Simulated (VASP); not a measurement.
A run of VASP 6.6.1 is set up as follows.

INCAR

```
  PREC = Accurate
  ENCUT = 520
  EDIFF = 1E-7
  ISMEAR = -1
  SIGMA = 0.05
  LREAL = False
  LASPH = True
  NELM = 100
  ALGO = Normal
  ISIF = 2
  LWAVE = False
  LCHARG = True
  GGA = CA
  LELF = True
  LVHAR = True
  NBANDS = 11
```

KPOINTS

```
regular mesh
0
Gamma
  15 15 15
```

File POSCAR:

```
BAs
1.0
    0.0000000000      2.3659370215      2.3659370215
    2.3659370215      0.0000000000      2.3659370215
    2.3659370215      2.3659370215      0.0000000000
B As
1 1
Direct
    0.0000000000      0.0000000000      0.0000000000
    0.2500000000      0.2500000000      0.2500000000
```

Potentials or basis: VASP PAW LDA potentials, release 64 (B, As).

Run with:

```console
$ cat potpaw_LDA.64/B/POTCAR potpaw_LDA.64/As/POTCAR > POTCAR
$ mpirun -np 1 vasp_std > vasp.out
```

(1) Predict the pressure.

(2) Predict the band gap on the k mesh.

## Answers

(1) 1.0 GPa.

(2) 1.10 eV, indirect (least direct gap 3.29 eV).
